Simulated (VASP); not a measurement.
Crystal: NaTbBr4.

```xyz
6
Lattice="4.8726 0.0000 0.0000 0.0000 4.8726 0.0000 0.0000 0.0000 7.0019" Properties=species:S:1:pos:R:3 pbc="T T T"
Na    0.0000    0.0000    0.0000
Tb    2.4363    2.4363    3.5009
Br    2.4363    0.0000    5.3434
Br    0.0000    2.4363    1.6584
Br    2.4363    0.0000    1.6584
Br    0.0000    2.4363    5.3434
```

The cell was built from a structure type or drawn by symmetry, and may not be a known phase.

```yaml
Program: VASP 6.6.1
Task: relaxation of cell and atoms
Functional: PBE
Potentials_or_basis: VASP PAW PBE potentials, release 64 (Na_pv, Tb_3, Br), 4f in core
Cutoff: 500 eV
k_mesh: 4 × 4 × 4
Occupations: gaussian, width 0.1 eV
Spin: no spin polarisation
```

At the start: pressure 1.7 GPa; volume 27.71 Å³/atom.

Task: Where does the relaxation end?

Result: Over 8 steps the energy falls by 77.4 meV/atom and the volume is 30.08 Å³/atom (+8.6 %); space group P4/mmm (No. 123, to 0.1 Å) before and after.

The path:
| step | energy change (eV) | largest force (eV/Å) | pressure (GPa) | volume (Å³) |
| --- | --- | --- | --- | --- |
| 1 | 0.0000 | 1.0891 | 1.68 | 166.24 |
| 2 | -0.2437 | 0.7623 | 0.18 | 173.33 |
| 3 | -0.3521 | 0.3717 | -1.26 | 183.09 |
| 4 | -0.4374 | 0.0665 | 0.01 | 178.52 |
| 5 | -0.4431 | 0.0380 | 0.49 | 177.07 |
| 6 | -0.4625 | 0.0315 | 0.17 | 179.14 |
| 7 | -0.4633 | 0.0497 | 0.09 | 179.68 |
| 8 | -0.4642 | 0.0375 | -0.02 | 180.47 |

Final structure:
```yaml
crystal:
  lattice:
    - [4.97790, 0.00000, 0.00000]
    - [0.00000, 4.97790, 0.00000]
    - [0.00000, 0.00000, 7.28314]
  atoms:
    - { symbol: Na, position: [0.00000, 0.00000, 0.00000] }
    - { symbol: Tb, position: [0.50000, 0.50000, 0.50000] }
    - { symbol: Br, position: [0.50000, 0.00000, 0.73501] }
    - { symbol: Br, position: [0.00000, 0.50000, 0.26499] }
    - { symbol: Br, position: [0.50000, 0.00000, 0.26499] }
    - { symbol: Br, position: [0.00000, 0.50000, 0.73501] }
```
